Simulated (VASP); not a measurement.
A run of VASP 6.6.1 is set up as follows.

The input INCAR:

```
ALGO = Normal
EDIFF = 1E-6
ENCUT = 520
GGA = PS
ISIF = 2
ISMEAR = -1
LASPH = T
LCHARG = F
LREAL = F
LWAVE = F
NBANDS = 14
NELM = 60
PREC = Accurate
SIGMA = 0.02
```

File KPOINTS:

```
k-points
0
Gamma
  8 8 8
```

Contents of POSCAR:

```
NaCl
1.0
    2.8976358949      0.0000000000      0.0000000000
    0.0000000000      2.8976358949      0.0000000000
    0.0000000000      0.0000000000      2.8976358949
Na Cl
1 1
Direct
    0.0000000000      0.0000000000      0.0000000000
    0.5000000000      0.5000000000      0.5000000000
```

Potentials or basis: VASP PAW PBE potentials, release 64 (Na_pv, Cl).

The run is started by

```sh
$ cat potpaw_PBE.64/Na_pv/POTCAR potpaw_PBE.64/Cl/POTCAR > POTCAR
$ mpirun -np 1 vasp_std > vasp.out
```

(1) What does it give for the pressure?

(2) Estimate the band gap on the k mesh.

## Answers

(1) 51.0 GPa.

(2) 4.36 eV, direct.

Caveat: the PAW data sets were made with another functional, which shifts forces and pressure a little.
